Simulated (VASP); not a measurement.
Li32H31 (a cell with a defect): relaxation of the atoms with PBEsol

The system is Li32H31 (a cell with a defect).

```xyz
63
Lattice="7.9599 0.0000 0.0000 0.0000 7.9599 0.0000 0.0000 0.0000 7.9599" Properties=species:S:1:pos:R:3 pbc="T T T"
H     1.9998    0.0078    7.9530
H     1.9477    7.9382    3.9554
H     2.0016    3.9827    7.9341
H     5.9518    0.0064    7.9485
H     6.0359    0.0001    4.0085
H     5.9536    3.9912    0.0142
H     5.9317    4.0064    3.9894
H     0.0166    2.0195    0.0118
H     0.0135    1.9650    3.9599
H     7.9301    5.9570    0.0123
H     0.0197    5.9542    3.9804
H     4.0233    1.9927    0.0035
H     3.9865    1.9764    3.9493
H     3.9692    5.9423    0.0060
H     3.9629    5.9688    3.9874
H     7.9432    7.9350    1.9881
H     0.0135    0.0435    5.9802
H     0.0034    3.9798    1.9795
H     0.0262    4.0048    5.9306
H     3.9542    0.0058    1.9896
H     4.0272    7.9588    5.9694
H     3.9964    4.0120    2.0009
H     3.9756    3.9774    5.9649
H     2.0044    1.9629    1.9645
H     1.9970    1.9723    5.9667
H     2.0422    6.0068    1.9799
H     1.9713    5.9331    5.9753
H     5.9834    2.0323    2.0300
H     5.9809    2.0236    5.9528
H     5.9732    5.9779    2.0087
H     5.9894    5.9645    5.9591
Li    7.9532    0.0129    0.0078
Li    7.9564    0.0176    3.9809
Li    0.0154    4.0100    7.9473
Li    0.0197    3.9571    3.9650
Li    3.9837    0.0202    7.9200
Li    4.0048    0.0123    3.9843
Li    3.9772    3.9762    0.0328
Li    3.9495    3.9716    3.9866
Li    1.9671    2.0006    7.9432
Li    1.9832    1.9869    3.9760
Li    2.0331    5.9866    7.9539
Li    2.0039    5.9658    3.9830
Li    5.9966    2.0342    0.0033
Li    5.9776    1.9809    3.9858
Li    5.9548    5.9557    7.9342
Li    5.9484    5.9667    4.0209
Li    2.0108    7.9318    1.9966
Li    1.9920    7.9557    6.0002
Li    1.9983    3.9868    1.9910
Li    1.9593    3.9844    5.9458
Li    5.9507    0.0407    1.9994
Li    5.9783    0.0222    5.9691
Li    5.9797    3.9693    2.0067
Li    5.9564    3.9711    5.9608
Li    0.0253    1.9848    1.9530
Li    0.0270    1.9599    6.0381
Li    7.9425    5.9578    1.9817
Li    7.9480    5.9442    5.9552
Li    3.9768    1.9897    2.0090
Li    3.9771    1.9638    5.9566
Li    3.9645    5.9788    1.9857
Li    3.9550    5.9943    5.9568
```

```json
{
 "Program": "VASP 6.6.1",
 "Task": "relaxation of the atoms",
 "Functional": "PBEsol",
 "Potentials or basis": "VASP PAW PBE potentials, release 64 (H, Li_sv)",
 "Cutoff": "520 eV",
 "k mesh": "1 × 1 × 1, shifted",
 "Occupations": "fermi-dirac, width 0.05 eV",
 "Spin": "no spin polarisation",
 "Dipole correction": "no",
 "Charge": "1",
 "Further INCAR settings": "LREAL = Auto; ALGO = Normal; EDIFF = 1e-06; ISYM = 0; IBRION = 2; EDIFFG = -0.03; NSW = 100; NELECT = 126.0"
}
```

```yaml
Energy_gained_by_relaxing: 12.8 meV/atom
Ionic_steps: 7
Largest_force_after_relaxing: 0.020 eV/Å
```

Forces in eV/Å, atoms in the order of the input:
```
H   -0.003  0.003  0.000
H    0.005  0.012 -0.002
H   -0.006 -0.002  0.005
H    0.002 -0.007 -0.004
H   -0.004 -0.001 -0.002
H    0.003 -0.007 -0.001
H    0.007 -0.003 -0.006
H   -0.001 -0.009 -0.002
H   -0.001  0.008  0.004
H    0.005 -0.004  0.002
H    0.001  0.006  0.006
H   -0.005 -0.006  0.001
H    0.002  0.008  0.000
H   -0.004  0.002  0.004
H    0.000 -0.005 -0.006
H    0.007  0.007  0.005
H   -0.001  0.005 -0.010
H   -0.005 -0.005  0.005
H    0.005  0.005  0.007
H   -0.009 -0.002  0.000
H   -0.003  0.001  0.006
H    0.001  0.000 -0.004
H    0.008  0.007  0.002
H   -0.005  0.006  0.012
H   -0.005  0.010 -0.003
H   -0.001 -0.006  0.010
H    0.002 -0.009 -0.005
H   -0.003 -0.005 -0.006
H   -0.007 -0.010 -0.002
H    0.007 -0.004 -0.008
H    0.003  0.005  0.000
Li   0.014  0.007 -0.003
Li  -0.003  0.004 -0.001
Li   0.000 -0.004 -0.001
Li   0.000  0.010  0.003
Li  -0.014 -0.006  0.005
Li  -0.001 -0.001 -0.008
Li   0.001  0.004  0.001
Li   0.004  0.005  0.003
Li  -0.006  0.003 -0.003
Li   0.001  0.015  0.003
Li   0.003  0.000  0.002
Li   0.003 -0.003  0.001
Li  -0.008 -0.003 -0.007
Li  -0.007  0.000 -0.002
Li   0.012 -0.009  0.003
Li   0.003 -0.003 -0.004
Li   0.002  0.003  0.012
Li   0.001  0.003 -0.003
Li   0.005 -0.001  0.008
Li   0.002  0.007 -0.006
Li   0.004 -0.006  0.008
Li  -0.009 -0.006 -0.014
Li   0.003 -0.004 -0.006
Li   0.004  0.001  0.002
Li  -0.012 -0.008  0.002
Li  -0.010 -0.017  0.003
Li  -0.001  0.008 -0.009
Li  -0.008  0.007  0.008
Li   0.005 -0.006 -0.012
Li   0.005  0.001  0.013
Li   0.001 -0.001 -0.011
Li   0.010  0.005  0.006
```

Step by step:
```csv
step,energy change (eV),largest force (eV/Å),pressure (GPa)
1,0.0000,1.0539,-1.49
2,-0.3552,0.7656,-1.46
3,-0.7612,0.1377,-1.29
4,-0.7815,0.1033,-1.30
5,-0.8011,0.0709,-1.31
6,-0.8058,0.0358,-1.31
7,-0.8071,0.0202,-1.30
```

Final structure:
```
H Li
1.0
     7.95994    0.00000    0.00000
     0.00000    7.95994    0.00000
     0.00000    0.00000    7.95994
H Li
31 32
Direct
  0.25063 0.00011 0.99973
  0.25001 0.99936 0.49984
  0.25068 0.50048 0.99951
  0.75032 0.00106 0.00025
  0.75076 0.00044 0.50036
  0.75008 0.50097 0.00014
  0.74995 0.50035 0.50031
  0.00187 0.25222 0.00003
  0.00564 0.25451 0.49953
  0.00103 0.74924 0.99975
  0.00512 0.74479 0.49960
  0.49968 0.25197 0.99984
  0.49542 0.25437 0.49990
  0.49926 0.74911 0.99967
  0.49524 0.74563 0.50032
  0.00124 0.99992 0.25081
  0.00165 0.99999 0.74928
  0.00553 0.50056 0.25442
  0.00513 0.49991 0.74458
  0.49968 0.00057 0.25118
  0.49950 0.00025 0.74851
  0.49516 0.50039 0.25519
  0.49477 0.49974 0.74473
  0.25076 0.25455 0.25385
  0.25066 0.25416 0.74511
  0.25037 0.74587 0.25392
  0.25008 0.74563 0.74527
  0.75077 0.25216 0.25165
  0.75099 0.25218 0.74892
  0.74977 0.74944 0.25181
  0.75003 0.74890 0.74882
  0.99849 0.99998 0.00012
  0.99665 0.99983 0.49991
  0.99635 0.50084 0.99987
  0.97826 0.49956 0.49955
  0.50233 0.00081 0.99956
  0.50440 0.00015 0.50040
  0.50399 0.50025 0.99977
  0.52190 0.49985 0.49990
  0.25089 0.24609 0.99987
  0.25039 0.22705 0.49941
  0.25024 0.75421 0.99954
  0.25011 0.77196 0.49962
  0.75087 0.24993 0.00043
  0.75096 0.24633 0.50016
  0.74946 0.75190 0.99980
  0.75007 0.75428 0.50048
  0.25045 0.99972 0.24525
  0.25023 0.99986 0.75391
  0.25029 0.50048 0.22733
  0.25025 0.49963 0.77183
  0.75027 0.00079 0.24872
  0.75103 0.00080 0.75182
  0.74997 0.50078 0.24654
  0.74998 0.50032 0.75367
  0.00148 0.25091 0.24989
  0.00146 0.25118 0.74960
  0.00044 0.74965 0.25049
  0.00085 0.74944 0.74923
  0.49996 0.25081 0.25075
  0.49994 0.25042 0.74899
  0.49988 0.75023 0.25075
  0.49939 0.74969 0.74931
```

Levels at points of the mesh, in eV from the Fermi level:
```tsv
k point	band 61	band 62	band 63	band 64	band 65	band 66
(0.25, 0.25, 0.25)	-1.47	-1.43	-1.43	1.58	3.28	3.28
```

It took 70 min on 1 thread of Intel Xeon 8259CL, with other jobs on the host, peak memory 0.6 GiB.

Caveat: the cell carries a net charge on a neutralising background, which shifts energy and pressure; the cell is charged against a uniform background, so pressure and absolute levels hang on convention; the cutoff is under 1.25 times the usual one of these potentials, so pressure, stress and relaxed cells hold a basis-set (Pulay) error; the PAW data sets were made with another functional, which shifts forces and pressure a little.
